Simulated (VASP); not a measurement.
# Eu (Im-3m) in VASP: notebook

The runs below take Eu through single point, with PBE.

Everything below comes from runs of VASP 6.6.1. Logs are shortened: lines on timing, memory, paths and dates and some standing lists are left out, and cuts for length are marked.

### Step 1. The cell of the first run

Symmetry: Im-3m, No. 229, cubic system. The conventional cell has a = 4.606 Å, b = 4.606 Å, c = 4.606 Å, α = 90.00°, β = 90.00°, γ = 90.00°. Eu (site symmetry m-3m) has 14 Eu at 3.99 to 4.61 Å within 5.2 Å.

### Step 2. Single point, PBE, collinear spin, ferromagnetic start

Contents of INCAR:

```
ALGO = Normal ; EDIFF = 1E-6
ENCUT = 520 ; GGA = PE
ISIF = 2 ; ISMEAR = -1
ISPIN = 2 ; LASPH = True
LCHARG = False ; LMAXMIX = 6
LORBIT = 11 ; LREAL = False
LWAVE = False ; MAGMOM = 7.1
NBANDS = 18 ; NELM = 150
PREC = Accurate ; SIGMA = 0.05
```

Contents of KPOINTS:

```
k-points
0
Gamma
  10 10 10
```

Contents of POSCAR:

```
Eu
1.0
   -2.3030000000      2.3030000000      2.3030000000
    2.3030000000     -2.3030000000      2.3030000000
    2.3030000000      2.3030000000     -2.3030000000
Eu
1
Direct
    0.0000000000      0.0000000000      0.0000000000
```

Potentials or basis: VASP PAW PBE potentials, release 64 (Eu).

Started as:

```bash
> cat potpaw_PBE.64/Eu/POTCAR > POTCAR
> mpirun -np 1 vasp_std > vasp.out
```

OUTCAR:

```text
EDIFF = 1E-6
   ENCUT = 520
   GGA = PE
   ISIF = 2
   ISMEAR = -1
   ISPIN = 2
   LASPH = True
   LORBIT = 11
   LREAL = False
   NELM = 150
   PREC = Accurate

 ion  position               nearest neighbor table
   1  0.000  0.000  0.000-

  LATTYP: Found a body centered cubic cell.
 ALAT       =     4.6060000000

  Lattice vectors:

 A1 = (  -2.3030000000,   2.3030000000,   2.3030000000)
 A2 = (   2.3030000000,  -2.3030000000,   2.3030000000)
 A3 = (   2.3030000000,   2.3030000000,  -2.3030000000)

Analysis of symmetry for initial positions (statically):
=====================================================================
 Subroutine PRICEL returns:
 Original cell was already a primitive cell.

 Routine SETGRP: Setting up the symmetry group for a
 body centered cubic supercell.

 Subroutine GETGRP returns: Found 48 space group operations
 (whereof 48 operations were pure point group operations)
 out of a pool of 48 trial point group operations.

The static configuration has the point symmetry O_h .

Analysis of symmetry for dynamics (positions and initial velocities):
=====================================================================
 Subroutine PRICEL returns:
 Original cell was already a primitive cell.

 Routine SETGRP: Setting up the symmetry group for a
 body centered cubic supercell.

 Subroutine GETGRP returns: Found 48 space group operations
 (whereof 48 operations were pure point group operations)
 out of a pool of 48 trial point group operations.

The dynamic configuration has the point symmetry O_h .

Analysis of structural, dynamic, and magnetic symmetry:
=====================================================================
 Subroutine PRICEL returns:
 Original cell was already a primitive cell.

 Routine SETGRP: Setting up the symmetry group for a
 body centered cubic supercell.

 Subroutine GETGRP returns: Found 48 space group operations
 (whereof 48 operations were pure point group operations)
 out of a pool of 48 trial point group operations.

The overall configuration has the point symmetry O_h .

 Subroutine INISYM returns: Found 48 space group operations
 (whereof 48 operations are pure point group operations),
 and found     1 'primitive' translations

----------------------------------------------------------------------------------------

                                     Primitive cell

  volume of cell :      48.8587

  direct lattice vectors                    reciprocal lattice vectors
    -2.303000000  2.303000000  2.303000000     0.000000000  0.217108120  0.217108120
     2.303000000 -2.303000000  2.303000000     0.217108120  0.000000000  0.217108120
     2.303000000  2.303000000 -2.303000000     0.217108120  0.217108120  0.000000000

  length of vectors
     3.988913010  3.988913010  3.988913010     0.307037248  0.307037248  0.307037248

  position of ions in fractional coordinates (direct lattice)
     0.000000000  0.000000000  0.000000000

  ion indices of the primitive-cell ions
   primitive index   ion index
                 1           1

----------------------------------------------------------------------------------------

 KPOINTS: k-points

Automatic generation of k-mesh.
 Grid dimensions read from file:
 generate k-points for:   10   10   10

 Generating k-lattice:

  Cartesian coordinates                     Fractional coordinates (reciprocal lattice)
     0.000000000  0.021710812  0.021710812     0.100000000  0.000000000  0.000000000
     0.021710812  0.000000000  0.021710812     0.000000000  0.100000000  0.000000000
     0.021710812  0.021710812  0.000000000     0.000000000  0.000000000  0.100000000

  Length of vectors
     0.030703725  0.030703725  0.030703725

  Shift w.r.t. Gamma in fractional coordinates (k-lattice)
     0.000000000  0.000000000  0.000000000

 Subroutine IBZKPT returns following result:
 ===========================================

 Found     47 irreducible k-points:

 Following reciprocal coordinates:
            Coordinates               Weight
  0.000000  0.000000  0.000000      1.000000
  0.100000  0.000000  0.000000     12.000000
  0.200000  0.000000  0.000000     12.000000
  0.300000  0.000000  0.000000     12.000000
  0.400000  0.000000  0.000000     12.000000
  0.500000  0.000000  0.000000      6.000000
[... 16 lines left out ...]
  0.300000  0.300000  0.100000      8.000000
 -0.300000  0.300000  0.100000     24.000000
 [... further k-points ...]
   k-points           NKPTS =     47   k-points in BZ     NKDIM =     47   number of bands    NBANDS=     18
   number of dos      NEDOS =    301   number of ions     NIONS =      1
   total plane-waves  NPLWV =  27000
   dimension x,y,z NGX =    30 NGY =   30 NGZ =   30
   dimension x,y,z NGXF=    60 NGYF=   60 NGZF=   60
   ions per type =               1
   NGX,Y,Z   is equivalent  to a cutoff of  12.50, 12.50, 12.50 a.u.
   NGXF,Y,Z  is equivalent  to a cutoff of  25.01, 25.01, 25.01 a.u.
 SYSTEM =  unknown system
   PREC   = accura    normal or accurate (medium, high low for compatibility)
   ISTART =      0    job   : 0-new  1-cont  2-samecut
   ICHARG =      2    charge: 1-file 2-atom 10-const
   ISPIN  =      2    spin polarized calculation?
   LNONCOLLINEAR =      F non collinear calculations
   LSORBIT =      F    spin-orbit coupling
   LASPH  =      T    aspherical Exc in radial PAW
   ENCUT  =  520.0 eV  38.22 Ry    6.18 a.u.   7.42  7.42  7.42*2*pi/ulx,y,z
   NELM   =    150;   NELMIN=  2; NELMDL= -5     # of ELM steps
   EDIFF  = 0.1E-05   stopping-criterion for ELM
   LREAL  =      F    real-space projection
   EDIFFG = 0.1E-04   stopping-criterion for IOM
   NSW    =      0    number of steps for IOM
   IBRION =     -1    ionic relax: 0-MD 1-quasi-New 2-CG
   NFREE  =      0    steps in history (QN), initial steepest desc. (CG)
   ISIF   =      2    stress and relaxation
   ISYM   =      2    0-nonsym 1-usesym 2-fastsym
   POTIM  = 0.5000    time-step for ionic-motion
   TEBEG  =    0.0;   TEEND  =   0.0 temperature during run
   PSTRESS=    0.0 pullay stress
   NELECT =      17.0000    total number of electrons
   NUPDOWN=      -1.0000    fix difference up-down
   EMIN   =  10.00;   EMAX   =-10.00  energy-range for DOS
   EFERMI =   0.00;   METHOD = LEGACY
   ISMEAR =    -1;   SIGMA  =   0.05  broadening in eV -4-tet -1-fermi 0-gaus
   EFERMI_NEDOS =   21; number of points for ismear=-14 and -15
   IALGO  =     38    algorithm
   IMIX   =      4    mixing-type and parameters
     AMIX     =   0.40;   BMIX     =  1.00
     AMIX_MAG =   1.60;   BMIX_MAG =  1.00
  volume/ion in A,a.u.               =      48.86       329.71
  Fermi-wavevector in a.u.,A,eV,Ry     =   1.151447  2.175919 18.039008  1.325830
  Thomas-Fermi vector in A             =   2.288104
   LORBIT       =     11    0 simple, 1 ext, 2 COOP (PROOUT), +10 PAW based schemes
   GGA     = PE    functional components
   LHFCALC =     F    Hartree Fock is set to
   AEXX    =    0.0000 exact exchange contribution
   IVDW    =     0    specifies the selected vdW correction
   LEPSILON=     F    determine dielectric tensor
   LRPA    =     F    only Hartree local field effects (RPA)
 spin polarized calculation
  energy-cutoff  :      520.00
  volume of cell :       48.86
 maximum number of plane-waves:      1332
 NGX is ok and might be reduce to    30
   NGX = 15   NGY = 15   NGZ = 15

 number of electron      17.0000007 magnetization       7.4016886

 Free energy of the ion-electron system (eV)
  ---------------------------------------------------
  ext. energy  EPLUGINS =         0.00000000
  ---------------------------------------------------
  free energy    TOTEN  =       -11.40004605 eV

  energy without entropy =      -11.38560797  energy(sigma->0) =      -11.39282701

 E-fermi :   1.5981     XC(G=0):  -8.2421

 val. band max:        1.5962311902   @ k =   0.3000   0.3000   0.1000
 cond. band min:       1.6022939982   @ k =   0.3000   0.2000   0.1000
 fundamental gap:      0.0060628081
 Fermi energy:         1.5981438481

 spin component 1

 k-point     1 :       0.0000    0.0000    0.0000
  band No.  band energies     occupation
      1     -40.1849      1.00000
      2     -18.8364      1.00000
      3     -18.8364      1.00000
      4     -18.8364      1.00000
      5      -2.5917      1.00000
      6       1.0771      0.99997
[... 10 lines left out ...]
     17       4.7374      0.00000
     18      10.3342      0.00000

 k-point     2 :       0.1000    0.0000    0.0000
  band No.  band energies     occupation
      1     -40.1832      1.00000
      2     -18.8631      1.00000
      3     -18.8451      1.00000
      4     -18.8364      1.00000
      5      -2.3948      1.00000
      6       1.0763      0.99997
[... 10 lines left out ...]
     17       4.7478      0.00000
     18      10.4958      0.00000
[... 442 lines left out ...]
 k-point    24 :      -0.3000    0.3000    0.1000
  band No.  band energies     occupation
      1     -40.1720      1.00000
      2     -19.0113      1.00000
      3     -18.9054      1.00000
      4     -18.8569      1.00000
      5      -0.8803      1.00000
      6       1.0557      0.99998
[... 10 lines left out ...]
     17       5.1950      0.00000
     18       8.9267      0.00000

 [... further k-points ...]

 spin component 2

 k-point     1 :       0.0000    0.0000    0.0000
  band No.  band energies     occupation
      1     -37.0297      1.00000
      2     -16.4950      1.00000
      3     -16.4950      1.00000
      4     -16.4950      1.00000
      5      -1.8299      1.00000
      6       4.2324      0.00000
[... 10 lines left out ...]
     17       6.1498      0.00000
     18      11.3905      0.00000

 k-point     2 :       0.1000    0.0000    0.0000
  band No.  band energies     occupation
      1     -37.0275      1.00000
      2     -16.5298      1.00000
      3     -16.5062      1.00000
      4     -16.4951      1.00000
      5      -1.6252      1.00000
      6       4.0460      0.00000
[... 10 lines left out ...]
     17       6.1647      0.00000
     18      11.5559      0.00000
[... 442 lines left out ...]
 k-point    24 :      -0.3000    0.3000    0.1000
  band No.  band energies     occupation
      1     -37.0125      1.00000
      2     -16.7210      1.00000
      3     -16.5827      1.00000
      4     -16.5217      1.00000
      5      -0.0693      1.00000
      6       3.0345      0.00000
[... 10 lines left out ...]
     17       6.5397      0.00000
     18      10.0935      0.00000

 [... further k-points ...]

------------------------ aborting loop because EDIFF is reached ----------------------------------------

  FORCE on cell =-STRESS in cart. coord.  units (eV):
  Direction    XX          YY          ZZ          XY          YZ          ZX
  --------------------------------------------------------------------------------------
  -------------------------------------------------------------------------------------
  Total       -0.5345663     -0.5345663     -0.5345663     -0.0000000      0.0000000     -0.0000000
  in kB      -17.5295334    -17.5295334    -17.5295334     -0.0000000      0.0000000     -0.0000000
  external PRESSURE =     -17.5295334 kB  Pullay stress =       0.0000000 kB

 VOLUME and BASIS-vectors are now :
 -----------------------------------------------------------------------------
  energy-cutoff  :      520.00
  volume of cell :       48.86
      direct lattice vectors                 reciprocal lattice vectors
    -2.303000000  2.303000000  2.303000000     0.000000000  0.217108120  0.217108120
     2.303000000 -2.303000000  2.303000000     0.217108120  0.000000000  0.217108120
     2.303000000  2.303000000 -2.303000000     0.217108120  0.217108120  0.000000000

 POSITION                                       TOTAL-FORCE (eV/Angst)
 -----------------------------------------------------------------------------------
      0.00000      0.00000      0.00000         0.000000     -0.000000      0.000000
 -----------------------------------------------------------------------------------
    total drift:                               -0.000000     -0.000000      0.000000

  FREE ENERGIE OF THE ION-ELECTRON SYSTEM (eV)
  ---------------------------------------------------
  free  energy   TOTEN  =       -11.4000460456 eV

  energy  without entropy=      -11.3856079717  energy(sigma->0) =      -11.39282701

 total charge

# of ion       s       p       d       f       tot
--------------------------------------------------
    1        2.078   5.720   0.235   6.686  14.719

 magnetization (x)

# of ion       s       p       d       f       tot
--------------------------------------------------
    1       -0.005  -0.096   0.127   6.685   6.712
```

Wall time 2.1 min (1 thread of Intel Xeon Platinum 8488C (Sapphire Rapids), shared host); peak memory 0.24 GiB.

Results:

* Free energy: -11.4000 eV
* Pressure: -1.8 GPa
* Net moment: 7.40 μB per cell
* Site moments: Eu +6.71 μB
* Valence electrons inside the program's atomic spheres: Eu 14.72

Caveat: spin-orbit coupling is left out, which moves the levels of the heavy elements; semilocal functionals describe open f shells poorly, which spoils levels, moments and volumes.

### Step 3. Single point, PBE, collinear spin, ferromagnetic start

Contents of INCAR:

```
PREC = Accurate
ENCUT = 520
EDIFF = 1E-7
ISMEAR = -1
SIGMA = 0.05
LREAL = False
LASPH = True
NELM = 150
ALGO = Normal
ISIF = 2
LWAVE = False
LCHARG = False
ISPIN = 2
MAGMOM = 0.51
LORBIT = 11
NUPDOWN = 0.0
LMAXMIX = 6
GGA = PE
NBANDS = 18
```

Contents of KPOINTS:

```
Automatic mesh
0
Gamma
  10 10 10
```

POSCAR is that of step 2.

Potentials or basis: VASP PAW PBE potentials, release 64 (Eu).

Started as:

```bash
> cat potpaw_PBE.64/Eu/POTCAR > POTCAR
> mpirun -np 1 vasp_std > vasp.out
```

Wall time 4.3 min (1 thread of Intel Xeon Platinum 8488C (Sapphire Rapids), shared host); peak memory 0.24 GiB.

It converged, with:

* Free energy: -6.4113 eV
* Pressure: -2.4 GPa
* Net moment: 0.00 μB per cell
* Site moments: Eu +0.66 μB
* Valence electrons inside the program's atomic spheres: Eu 14.53

Caveat: spin-orbit coupling is left out, which moves the levels of the heavy elements; the total moment is fixed, so each spin has its own Fermi level; semilocal functionals describe open f shells poorly, which spoils levels, moments and volumes.

### Step 4. Single point, PBE, collinear spin, ferromagnetic start

Contents of INCAR:

```
PREC     = Accurate       # precision mode
ENCUT    = 520            # plane-wave cutoff, eV
EDIFF    = 1E-6           # SCF threshold, eV
ISMEAR   = -1             # smearing method
SIGMA    = 0.05           # smearing width, eV
LREAL    = F              # projectors in reciprocal space
LASPH    = T              # aspherical terms in the spheres
NELM     = 150            # most SCF steps
ALGO     = Normal         # electronic algorithm
ISIF     = 2              # what is computed and relaxed
LWAVE    = F              # write WAVECAR
LCHARG   = F              # write CHGCAR
ISPIN    = 2              # spin polarisation
MAGMOM   = 6.67           # initial moments
LORBIT   = 11             # projections on sites
NUPDOWN  = 6.67           # fixed moment
LMAXMIX  = 6              # l up to which the mixer works
GGA      = PE             # functional
NBANDS   = 18             # bands
```

KPOINTS is that of step 3.

POSCAR is that of step 3.

Started as:

```bash
> cat potpaw_PBE.64/Eu/POTCAR > POTCAR
> mpirun -np 1 vasp_std > vasp.out
```

Wall time 2.4 min (1 thread of Intel Xeon Platinum 8488C (Sapphire Rapids), shared host); peak memory 0.24 GiB.

Results (log left out):

```
Free energy                                           : -11.2926 eV
Pressure                                              : -1.7 GPa
Net moment                                            : 6.67 μB per cell
Site moments                                          : Eu +6.53 μB
Valence electrons inside the program's atomic spheres : Eu 14.69
```

Caveat: spin-orbit coupling is left out, which moves the levels of the heavy elements; the total moment is fixed, so each spin has its own Fermi level and the state may be an excited one; semilocal functionals describe open f shells poorly, which spoils levels, moments and volumes.

### Step 5. Summary

| fixed moment (μB) | pressure (GPa) | moment (μB) |
| --- | --- | --- |
| - | -1.8 | 7.40 |
| 0.0 | -2.4 | 0.00 |
| 6.67 | -1.7 | 6.67 |

Alike in all rows: task single point; level PBE; potentials or basis VASP PAW PBE potentials, release 64 (Eu); spin collinear, ferromagnetic start; cell as given; k mesh 10 × 10 × 10; cutoff (eV) 520; smearing fermi-dirac 0.05 eV.

Caveats: spin-orbit coupling is left out, which moves the levels of the heavy elements; semilocal functionals describe open f shells poorly, which spoils levels, moments and volumes; the total moment is fixed, so each spin has its own Fermi level (at least some runs); the total moment is fixed, so each spin has its own Fermi level and the state may be an excited one (at least some runs).

Absolute energies hang on the potentials; compare differences alone.
